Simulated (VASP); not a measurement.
A run of VASP 6.6.1:

The input INCAR:

```
SYSTEM = BiTe
ALGO     = Normal         ! electronic algorithm
EDIFF    = 1E-6           ! SCF threshold, eV
ENCUT    = 520            ! plane-wave cutoff, eV
GGA      = PE             ! functional
ISIF     = 2              ! what is computed and relaxed
ISMEAR   = 0              ! smearing method
LASPH    = .True.         ! aspherical terms in the spheres
LCHARG   = .False.        ! write CHGCAR
LREAL    = .False.        ! projectors in reciprocal space
LWAVE    = .False.        ! write WAVECAR
NBANDS   = 18             ! bands
NELM     = 80             ! most SCF steps
PREC     = Accurate       ! precision mode
SIGMA    = 0.15           ! smearing width, eV
```

The input KPOINTS:

```
k-points
0
Gamma
  12 12 12
  0 0 0
```

The input POSCAR:

```
BiTe
1.0
    0.0000000000      3.2511939987      3.2511939987
    3.2511939987      0.0000000000      3.2511939987
    3.2511939987      3.2511939987      0.0000000000
Bi Te
1 1
Direct
    0.0101695256      0.0101695256     -0.0101695256
    0.4833445805      0.4833445805      0.5166554195
```

Potentials or basis: VASP PAW PBE potentials, release 64 (Bi_d, Te).

Run with:

```sh
$ cat potpaw_PBE.64/Bi_d/POTCAR potpaw_PBE.64/Te/POTCAR > POTCAR
$ mpirun -np 1 vasp_std > vasp.out
```

Hardware: 1 thread of Intel(R) Xeon(R) Platinum 8259CL CPU @ 2.50GHz (Skylake/Cascade Lake) (shared host).

Question: Estimate the wall time of this run.

Answer: Run time: 2.2 min on 1 thread of Intel(R) Xeon(R) Platinum 8259CL CPU @ 2.50GHz (Skylake/Cascade Lake) (shared host), peak memory 0.35 GiB. Counts: scf iterations 11, k points 163.
